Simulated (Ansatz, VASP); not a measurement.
# Two plane-wave programs on TiO2

POSCAR

```
TiO2
1.0
    3.3671529609      0.0000000000      0.0000000000
    0.0000000000      3.3671529609      0.0000000000
    0.0000000000      0.0000000000      5.2051742126
Ti O
2 4
Direct
    0.5000000000      0.5000000000      0.5000000000
    0.0000000000      0.0000000000      0.0000000000
    0.0000000000      0.5000000000      0.6626422325
    0.5000000000      0.0000000000      0.8373577675
    0.5000000000      0.0000000000      0.3373577675
    0.0000000000      0.5000000000      0.1626422325
```

The input INCAR.step1:

```
SYSTEM = TiO2
PREC     = Accurate       ! precision mode
ENCUT    = 520            ! plane-wave cutoff, eV
ISMEAR   = 0              ! smearing method
SIGMA    = 0.01           ! smearing width, eV
LREAL    = .False.        ! projectors in reciprocal space
LASPH    = .True.         ! aspherical terms in the spheres
NELM     = 100            ! most SCF steps
NBANDS   = 33             ! bands
GGA      = PE             ! functional
ALGO     = Normal         ! electronic algorithm
EDIFF    = 1E-4           ! SCF threshold, eV
LWAVE    = .True.         ! write WAVECAR
LCHARG   = .False.        ! write CHGCAR
```

The input INCAR.step2:

```
SYSTEM = TiO2
PREC     = Accurate       ! precision mode
ENCUT    = 520            ! plane-wave cutoff, eV
EDIFF    = 1E-6           ! SCF threshold, eV
ISMEAR   = 0              ! smearing method
SIGMA    = 0.01           ! smearing width, eV
LREAL    = .False.        ! projectors in reciprocal space
LASPH    = .True.         ! aspherical terms in the spheres
NELM     = 100            ! most SCF steps
ALGO     = Normal         ! electronic algorithm
ISIF     = 2              ! what is computed and relaxed
LWAVE    = .False.        ! write WAVECAR
LCHARG   = .False.        ! write CHGCAR
METAGGA  = R2SCAN         ! meta-GGA
LMIXTAU  = .True.       
NBANDS   = 33             ! bands
ISTART   = 1
```

File KPOINTS:

```
regular mesh
0
Gamma
  8 8 6
  0 0 0
```

Input for Ansatz:

```yaml
crystal:
  lattice:
    - [3.3671529609, 0.0, 0.0]
    - [0.0, 3.3671529609, 0.0]
    - [0.0, 0.0, 5.2051742126]
  atoms:
    - { symbol: Ti, position: [0.5, 0.5, 0.5] }
    - { symbol: Ti, position: [0.0, 0.0, 0.0] }
    - { symbol: O, position: [0.0, 0.5, 0.6626422325] }
    - { symbol: O, position: [0.5, 0.0, 0.8373577675] }
    - { symbol: O, position: [0.5, 0.0, 0.3373577675] }
    - { symbol: O, position: [0.0, 0.5, 0.1626422325] }
kpoints:
  mp_grid: { grid: [8, 8, 6] }
  band_path:
    path:
      - [0.0, 0.0, 0.0]
      - [0.0, 0.5, 0.0]
      - [0.5, 0.5, 0.0]
      - [0.0, 0.0, 0.5]
      - [0.0, 0.5, 0.5]
      - [0.5, 0.5, 0.5]
      - [0.0, 0.0, 0.479167]
    npoints: 1
hamiltonian:
  xc: r2scan
scf:
  occupations: { method: fixed }
  n_extra_bands: 5
output:
  forces: true
  stress: true
  eigenvalues: true
```

Alike in both runs: task single point; functional r2SCAN; k mesh 8 × 8 × 6; no spin polarisation.

```csv
,VASP,Ansatz
version,VASP 6.6.1,Ansatz 0.2.0
potentials or method,"VASP PAW PBE potentials, release 64 (Ti_sv, O)","plane waves, PAW"
plane-wave cutoff (eV),520,500
occupations,"gaussian, width 0.01 eV",fixed
valence electrons in the cell,48,48
```

|  | VASP | Ansatz | Ansatz less VASP |
| --- | --- | --- | --- |
| gap on the k mesh at the Fermi level (eV) | 2.95 | 2.94 | -0.015 |
| pressure (GPa) | 1.5 | 0.0 | -1.47 |
| traceless stress, the component that is largest in VASP (GPa) | -0.75 | 0.00 | +0.752 |
| rms of the force components (eV/Å) | 0.046 | 0.000 | -0.0459 |

VASP's potentials were made for PBE, not for r2SCAN. Atom by atom the forces differ by 0.046 eV/Å (rms over components).
